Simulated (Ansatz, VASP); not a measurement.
Two plane-wave programs on KF

File INCAR:

```
SYSTEM = KF
  PREC = Accurate
  ENCUT = 520
  EDIFF = 1E-6
  ISMEAR = 0
  SIGMA = 0.05
  LREAL = .FALSE.
  LASPH = .TRUE.
  NELM = 80
  ALGO = Normal
  ISIF = 2
  LWAVE = .FALSE.
  LCHARG = .FALSE.
  GGA = CA
  NBANDS = 15
```

The input KPOINTS:

```
Automatic mesh
0
G
  8 8 8
  0 0 0
```

The input POSCAR:

```
KF
1.0
    0.1414029317      2.6815753566      2.6815753566
    2.6815753566      0.1414029317      2.6815753566
    2.6815753566      2.6815753566      0.1414029317
K F
1 1
Direct
    0.0000000000      0.0000000000      0.0000000000
    0.5000000000      0.5000000000      0.5000000000
```

Input for Ansatz:

```yaml
crystal:
  lattice:
    - [0.1414029317, 2.6815753566, 2.6815753566]
    - [2.6815753566, 0.1414029317, 2.6815753566]
    - [2.6815753566, 2.6815753566, 0.1414029317]
  atoms:
    - { symbol: K, position: [0.0, 0.0, 0.0] }
    - { symbol: F, position: [0.5, 0.5, 0.5] }
basis:
  ecutwfc: 520.0
kpoints:
  mp_grid: { grid: [8, 8, 8] }
hamiltonian:
  xc: lda
scf:
  occupations: { method: gaussian, width: 0.05 }
output:
  forces: true
  stress: true
  eigenvalues: true
```

Alike in both runs: task single point; functional LDA; k mesh 8 × 8 × 8; occupations gaussian, width 0.05 eV; no spin polarisation.

|  | VASP | Ansatz |
| --- | --- | --- |
| version | VASP 6.6.1 | Ansatz 0.2.0 |
| potentials or method | VASP PAW LDA potentials, release 64 (K_sv, F), cutoff 520 eV | scalar-relativistic, plane waves, PAW |
| valence electrons in the cell | 16 | 16 |

|  | VASP | Ansatz | Ansatz less VASP |
| --- | --- | --- | --- |
| gap on the k mesh at the Fermi level (eV) | 6.11 | 6.13 | +0.018 |
| least direct gap on the mesh (eV) | 6.11 | 6.13 | +0.018 |
| pressure (GPa) | -1.3 | -1.4 | -0.19 |
| traceless stress, the component that is largest in VASP (GPa) | -0.89 | -0.90 | -0.016 |

LDA's correlation is that of Perdew and Zunger in VASP and of Perdew and Wang (1992) in Ansatz.
